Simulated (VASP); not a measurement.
La2O3:

```
La O
1.0
     6.28418    0.00000    0.00000
    -3.14209    5.44226    0.00000
     0.00000    0.00000    3.24543
La O
2 3
Direct
  0.66667 0.33333 0.49810
  0.33333 0.66667 0.50190
  0.50461 0.00000 0.00000
  0.00000 0.50461 0.00000
  0.49539 0.49539 0.00000
```

This cell differs from its parent crystal: volume scaled by 0.96.

Program: VASP 6.6.1. Alike in all runs: task single point; no spin polarisation; cell as given; k mesh 5 × 5 × 8; cutoff (eV) 520; smearing fermi-dirac 0.05 eV.

Problem. Order these runs on this cell by their pressure, lowest first.
A. level PBEsol; potentials or basis VASP PAW PBE potentials, release 64 (La, O)
B. level PBE; potentials or basis VASP PAW PBE potentials, release 64 (La, O)
C. level LDA; potentials or basis VASP PAW LDA potentials, release 64 (La, O)

Solution. C (-1.5 GPa), A (0.6 GPa), B (3.8 GPa).

Caveats: the PAW data sets were made with another functional, which shifts forces and pressure a little (some runs).
